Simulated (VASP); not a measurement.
# MnS (Fm-3m) in VASP: a series of runs

MnS is run at these levels: PBE; tasks: single point.

Program: VASP 6.6.1. These are calculated values, not measurements. Logs are shortened: lines on timing, memory, paths and dates and some standing lists are left out, and cuts for length are marked.

## 1. The cell of the first run

It takes space group Fm-3m (No. 225, cubic). The conventional cell has a = 4.723 Å, b = 4.723 Å, c = 4.723 Å, α = 90.00°, β = 90.00°, γ = 90.00°. Within 3.1 Å of Mn (site symmetry m-3m) lie 6 S at 2.36 Å. Within 3.1 Å of S (site symmetry m-3m) lie 6 Mn at 2.36 Å.

## 2. Single point, PBE (volume scaled by 1.020)

The input, INCAR:

```
SYSTEM = MnS
ALGO = Normal
EDIFF = 1E-7
ENCUT = 520
GGA = PE
ISIF = 2
ISMEAR = 0
LASPH = .True.
LCHARG = .False.
LREAL = .False.
LWAVE = .False.
NBANDS = 16
NELM = 60
PREC = Accurate
SIGMA = 0.05
```

The input, KPOINTS:

```
k-points
0
Gamma
  12 12 12
  0 0 0
```

The input, POSCAR:

```
MnS
1.0
    0.0000000000      2.3615296015      2.3615296015
    2.3615296015      0.0000000000      2.3615296015
    2.3615296015      2.3615296015      0.0000000000
Mn S
1 1
Direct
    0.0000000000      0.0000000000      0.0000000000
    0.5000000000      0.5000000000      0.5000000000
```

Potentials or basis: VASP PAW PBE potentials, release 64 (Mn_pv, S).

Launch:

```bash
> cat potpaw_PBE.64/Mn_pv/POTCAR potpaw_PBE.64/S/POTCAR > POTCAR
> mpirun -np 1 vasp_std > vasp.out
```

OUTCAR:

```text
SYSTEM = MnS
   EDIFF = 1E-7
   ENCUT = 520
   GGA = PE
   ISIF = 2
   ISMEAR = 0
   LASPH = .True.
   LREAL = .False.
   NELM = 60
   PREC = Accurate

 ion  position               nearest neighbor table
   1  0.000  0.000  0.000-   2 2.36   2 2.36   2 2.36   2 2.36   2 2.36   2 2.36
   2  0.500  0.500  0.500-   1 2.36   1 2.36   1 2.36   1 2.36   1 2.36   1 2.36

  LATTYP: Found a face centered cubic cell.
 ALAT       =     4.7230592030

  Lattice vectors:

 A1 = (   0.0000000000,   2.3615296015,   2.3615296015)
 A2 = (   2.3615296015,   0.0000000000,   2.3615296015)
 A3 = (   2.3615296015,   2.3615296015,   0.0000000000)

Analysis of symmetry for initial positions (statically):
=====================================================================
 Subroutine PRICEL returns:
 Original cell was already a primitive cell.

 Routine SETGRP: Setting up the symmetry group for a
 face centered cubic supercell.

 Subroutine GETGRP returns: Found 48 space group operations
 (whereof 48 operations were pure point group operations)
 out of a pool of 48 trial point group operations.

The static configuration has the point symmetry O_h .

Analysis of symmetry for dynamics (positions and initial velocities):
=====================================================================
 Subroutine PRICEL returns:
 Original cell was already a primitive cell.

 Routine SETGRP: Setting up the symmetry group for a
 face centered cubic supercell.

 Subroutine GETGRP returns: Found 48 space group operations
 (whereof 48 operations were pure point group operations)
 out of a pool of 48 trial point group operations.

The dynamic configuration has the point symmetry O_h .

 Subroutine INISYM returns: Found 48 space group operations
 (whereof 48 operations are pure point group operations),
 and found     1 'primitive' translations

----------------------------------------------------------------------------------------

                                     Primitive cell

  volume of cell :      26.3397

  direct lattice vectors                    reciprocal lattice vectors
     0.000000000  2.361529602  2.361529602    -0.211727179  0.211727179  0.211727179
     2.361529602  0.000000000  2.361529602     0.211727179 -0.211727179  0.211727179
     2.361529602  2.361529602  0.000000000     0.211727179  0.211727179 -0.211727179

  length of vectors
     3.339707190  3.339707190  3.339707190     0.366722231  0.366722231  0.366722231

  position of ions in fractional coordinates (direct lattice)
[... 75 lines left out ...]
   LSORBIT =      F    spin-orbit coupling
   LASPH  =      T    aspherical Exc in radial PAW
   ENCUT  =  520.0 eV  38.22 Ry    6.18 a.u.   6.21  6.21  6.21*2*pi/ulx,y,z
   NELM   =     60;   NELMIN=  2; NELMDL= -5     # of ELM steps
   EDIFF  = 0.1E-06   stopping-criterion for ELM
   LREAL  =      F    real-space projection
   EDIFFG = 0.1E-05   stopping-criterion for IOM
   NSW    =      0    number of steps for IOM
   IBRION =     -1    ionic relax: 0-MD 1-quasi-New 2-CG
   NFREE  =      0    steps in history (QN), initial steepest desc. (CG)
   ISIF   =      2    stress and relaxation
   ISYM   =      2    0-nonsym 1-usesym 2-fastsym
   POTIM  = 0.5000    time-step for ionic-motion
   TEBEG  =    0.0;   TEEND  =   0.0 temperature during run
   PSTRESS=    0.0 pullay stress
   NELECT =      19.0000    total number of electrons
   NUPDOWN=      -1.0000    fix difference up-down
   EMIN   =  10.00;   EMAX   =-10.00  energy-range for DOS
   EFERMI =   0.00;   METHOD = LEGACY
   ISMEAR =     0;   SIGMA  =   0.05  broadening in eV -4-tet -1-fermi 0-gaus
   EFERMI_NEDOS =   21; number of points for ismear=-14 and -15
   IALGO  =     38    algorithm
   IMIX   =      4    mixing-type and parameters
     AMIX     =   0.40;   BMIX     =  1.00
     AMIX_MAG =   1.60;   BMIX_MAG =  1.00
  volume/ion in A,a.u.               =      13.17        88.87
  Fermi-wavevector in a.u.,A,eV,Ry     =   1.468214  2.774522 29.329423  2.155652
  Thomas-Fermi vector in A             =   2.583738
   LORBIT       =      0    0 simple, 1 ext, 2 COOP (PROOUT), +10 PAW based schemes
   GGA     = PE    functional components
   LHFCALC =     F    Hartree Fock is set to
   AEXX    =    0.0000 exact exchange contribution
   IVDW    =     0    specifies the selected vdW correction
   LEPSILON=     F    determine dielectric tensor
   LRPA    =     F    only Hartree local field effects (RPA)
 non-spin polarized calculation
 Gauss-broadening in eV      SIGMA  =   0.05
  energy-cutoff  :      520.00
  volume of cell :       26.34
 maximum number of plane-waves:       725
 NGX is ok and might be reduce to    28
   NGX = 13   NGY = 13   NGZ = 13

 number of electron      18.9999991 magnetization

 Free energy of the ion-electron system (eV)
  ---------------------------------------------------
  ext. energy  EPLUGINS =         0.00000000
  ---------------------------------------------------
  free energy    TOTEN  =       -12.81905418 eV

  energy without entropy =      -12.80579922  energy(sigma->0) =      -12.81242670

 E-fermi :   9.7306     XC(G=0): -12.2380

 val. band max:        9.7298876690   @ k =  -0.3333   0.1667   0.0000
 cond. band min:       9.7313958364   @ k =   0.5000   0.5000   0.0000
 fundamental gap:      0.0015081674
 Fermi energy:         9.7306272956

 k-point     1 :       0.0000    0.0000    0.0000
  band No.  band energies     occupation
      1     -38.2069      2.00000
      2     -38.2069      2.00000
      3     -38.2069      2.00000
      4      -6.6137      2.00000
      5       7.9634      2.00000
      6       7.9634      2.00000
[... 433 lines left out ...]
      3     -38.2136      2.00000
      4      -4.3734      2.00000
      5       1.8518      2.00000
      6       4.3590      2.00000
[... 8 lines left out ...]
     15      17.7208      0.00000
     16      20.7682      0.00000

 [... further k-points ...]
[... 5 lines left out ...]
  --------------------------------------------------------------------------------------
  -------------------------------------------------------------------------------------
  Total       -0.4674433     -0.4674433     -0.4674433     -0.0000000     -0.0000000      0.0000000
  in kB      -28.4334368    -28.4334368    -28.4334368     -0.0000000     -0.0000000      0.0000000
  external PRESSURE =     -28.4334368 kB  Pullay stress =       0.0000000 kB

 VOLUME and BASIS-vectors are now :
 -----------------------------------------------------------------------------
  energy-cutoff  :      520.00
  volume of cell :       26.34
      direct lattice vectors                 reciprocal lattice vectors
     0.000000000  2.361529602  2.361529602    -0.211727179  0.211727179  0.211727179
     2.361529602  0.000000000  2.361529602     0.211727179 -0.211727179  0.211727179
     2.361529602  2.361529602  0.000000000     0.211727179  0.211727179 -0.211727179

 POSITION                                       TOTAL-FORCE (eV/Angst)
 -----------------------------------------------------------------------------------
      0.00000      0.00000      0.00000        -0.000000      0.000000     -0.000000
      2.36153      2.36153      2.36153         0.000000      0.000000      0.000000
 -----------------------------------------------------------------------------------
    total drift:                               -0.000000      0.000000      0.000000

  FREE ENERGIE OF THE ION-ELECTRON SYSTEM (eV)
  ---------------------------------------------------
  free  energy   TOTEN  =       -12.8190541759 eV

  energy  without entropy=      -12.8057992174  energy(sigma->0) =      -12.81242670
```

stdout:

```text
POSCAR found type information on POSCAR MnS
 POSCAR found :  2 types and       2 ions
 scaLAPACK will be used
 LDA part: xc-table for (Slater+PW92), standard interpolation
 POSCAR, INCAR and KPOINTS ok, starting setup
 FFT: planning ... GRIDC
 FFT: planning ... GRID_SOFT
 FFT: planning ... GRID
 WAVECAR not read
 entering main loop
```

It took 46 s on 1 thread of Intel Xeon Platinum 8259CL at 2.50GHz (Skylake/Cascade Lake), shared host; peak memory 0.17 GiB.

Results:

```
Free energy : -12.8191 eV
Pressure    : -2.8 GPa
```

Caveat: the cell differs from its parent crystal (volume scaled by 1.020); the run has no spin polarisation, though such a crystal can be magnetic; semilocal functionals often make such compounds metallic where correlation or magnetic order opens a gap, which also shifts bond lengths.

## 3. Single point, PBE (volume scaled by 1.040)

The input, INCAR:

```
ALGO = Normal ; EDIFF = 1E-6
ENCUT = 520 ; GGA = PE
ISIF = 2 ; ISMEAR = 0
LASPH = True ; LCHARG = False
LREAL = False ; LWAVE = False
NBANDS = 16 ; NELM = 100
PREC = Accurate ; SIGMA = 0.05
```

The input, KPOINTS:

```
k-points
0
Gamma
  12 12 12
```

The input, POSCAR:

```
MnS
1.0
    0.0000000000      2.3768646390      2.3768646390
    2.3768646390      0.0000000000      2.3768646390
    2.3768646390      2.3768646390      0.0000000000
Mn S
1 1
Direct
    0.0000000000      0.0000000000      0.0000000000
    0.5000000000      0.5000000000      0.5000000000
```

Potentials or basis: VASP PAW PBE potentials, release 64 (Mn_pv, S).

Launch:

```bash
> cat potpaw_PBE.64/Mn_pv/POTCAR potpaw_PBE.64/S/POTCAR > POTCAR
> mpirun -np 1 vasp_std > vasp.out
```

Wall time 58 s (1 thread of Intel Xeon Platinum 8259CL at 2.50GHz (Skylake/Cascade Lake), shared host); peak memory 0.17 GiB.

The run converged. Its results:

```yaml
Free_energy: -12.8058 eV
Pressure: -5.3 GPa
```

Levels at points of the mesh, in eV from the Fermi level:
| k point | band 5 | band 6 | band 7 | band 8 | band 9 | band 10 | band 11 | band 12 | band 13 | band 14 |
| --- | --- | --- | --- | --- | --- | --- | --- | --- | --- | --- |
| (0.00, 0.00, 0.00) | -1.77 | -1.77 | -1.77 | -1.55 | -1.55 | -1.55 | -1.40 | -1.40 | 5.03 | 10.30 |
| (0.50, 0.00, 0.00) | -8.20 | -4.81 | -4.81 | -0.30 | -0.30 | 0.14 | 3.15 | 3.15 | 3.67 | 6.49 |
| (0.50, 0.50, 0.00) | -7.04 | -3.86 | -3.86 | -2.87 | -0.85 | 0.00 | 0.00 | 0.62 | 2.86 | 7.33 |

Caveat: the cell differs from its parent crystal (volume scaled by 1.040); the run has no spin polarisation, though such a crystal can be magnetic; semilocal functionals often make such compounds metallic where correlation or magnetic order opens a gap, which also shifts bond lengths.

## 4. Single point, PBE

This run uses another cell than the first one, of 15.90 Å³/atom, 1.207 times its volume.

The input, INCAR:

```
SYSTEM = MnS
PREC     = Accurate       ! precision mode
ENCUT    = 520            ! plane-wave cutoff, eV
EDIFF    = 1E-6           ! SCF threshold, eV
ISMEAR   = 0              ! smearing method
SIGMA    = 0.05           ! smearing width, eV
LREAL    = .FALSE.        ! projectors in reciprocal space
LASPH    = .TRUE.         ! aspherical terms in the spheres
NELM     = 100            ! most SCF steps
ALGO     = Normal         ! electronic algorithm
ISIF     = 2              ! what is computed and relaxed
LWAVE    = .FALSE.        ! write WAVECAR
LCHARG   = .FALSE.        ! write CHGCAR
GGA      = PE             ! functional
NBANDS   = 16             ! bands
```

The input, KPOINTS:

```
Automatic mesh
0
G
  12 12 12
  0 0 0
```

The input, POSCAR:

```
MnS
1.0
    0.0000000000      2.5146171022      2.5146171022
    2.5146171022      0.0000000000      2.5146171022
    2.5146171022      2.5146171022      0.0000000000
Mn S
1 1
Direct
    0.0000000000      0.0000000000      0.0000000000
    0.5000000000      0.5000000000      0.5000000000
```

Launch:

```bash
> cat potpaw_PBE.64/Mn_pv/POTCAR potpaw_PBE.64/S/POTCAR > POTCAR
> mpirun -np 1 vasp_std > vasp.out
```

Run time: 45 s. Hardware: 1 thread of Intel Xeon Platinum 8259CL at 2.50GHz (Skylake/Cascade Lake), shared host; peak memory 0.17 GiB.

It converged, with:

* Free energy: -12.3757 eV
* Pressure: -19.8 GPa

Levels at points of the mesh, in eV from the Fermi level:
| k point | band 6 | band 7 | band 8 | band 9 | band 10 | band 11 | band 12 | band 13 |
| --- | --- | --- | --- | --- | --- | --- | --- | --- |
| (0.00, 0.00, 0.00) | -1.73 | -1.73 | -1.10 | -1.10 | -1.10 | -1.00 | -1.00 | 3.39 |
| (0.50, 0.00, 0.00) | -4.06 | -4.06 | -0.21 | -0.21 | 0.09 | 2.42 | 2.42 | 3.60 |
| (0.50, 0.50, 0.00) | -3.42 | -3.42 | -2.05 | -0.60 | 0.01 | 0.01 | 0.43 | 2.31 |

Caveat: the run has no spin polarisation, though such a crystal can be magnetic; semilocal functionals often make such compounds metallic where correlation or magnetic order opens a gap, which also shifts bond lengths. With open d or f shells a metallic result of PBE can be an artefact of self-interaction; +U or a hybrid may open a gap.

## 5. Overview

| cell | gap on the mesh (eV) | pressure (GPa) |
| --- | --- | --- |
| a = 3.340 Å, angles 60.0°, 2 atoms | none | -2.8 |
| a = 3.361 Å, angles 60.0°, 2 atoms | none | -5.3 |
| a = 3.556 Å, angles 60.0°, 2 atoms | none | -19.8 |

Alike in all rows: task single point; level PBE; potentials or basis VASP PAW PBE potentials, release 64 (Mn_pv, S); no spin polarisation; k mesh 12 × 12 × 12; cutoff (eV) 520; smearing gaussian 0.05 eV.

Caveats: the run has no spin polarisation, though such a crystal can be magnetic; semilocal functionals often make such compounds metallic where correlation or magnetic order opens a gap, which also shifts bond lengths.

Absolute energies hang on the potentials; compare differences alone.
